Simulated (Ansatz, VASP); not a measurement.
Two plane-wave programs on TaTe

```xyz
2
Lattice="0.0000 2.8462 2.8462 2.8462 0.0000 2.8462 2.8462 2.8462 0.0000" Properties=species:S:1:pos:R:3 pbc="T T T"
Ta    2.8462    2.8462    2.8462
Te    0.0000    0.0000    0.0000
```

Alike in both runs: task single point; functional PBE; k mesh 10 × 10 × 10; occupations gaussian, width 0.05 eV; collinear spin.

```csv
,VASP,Ansatz
version,VASP 6.6.1,Ansatz 0.2.0
potentials or method,"VASP PAW PBE potentials, release 64 (Ta_pv, Te), cutoff 520 eV","scalar-relativistic, plane waves, PAW"
valence electrons in the cell,17,29
```

VASP gave:

| Quantity | Value |
| --- | --- |
| gap on the k mesh at the Fermi level (eV) | none |
| pressure (GPa) | 0.2 |
| net moment per atom (μB) | 0.08 |

Question: What did Ansatz give for the same quantities?

Answer: gap on the k mesh at the Fermi level (eV): none; pressure (GPa): 0.2; net moment per atom (μB): 0.09.

A gap of «none» marks a metal or a gap that the smearing closes. VASP's potentials hold 17 valence electrons a cell and Ansatz's 29, so a difference there can come from the potentials and not from the codes.

Spin-orbit coupling is off throughout.
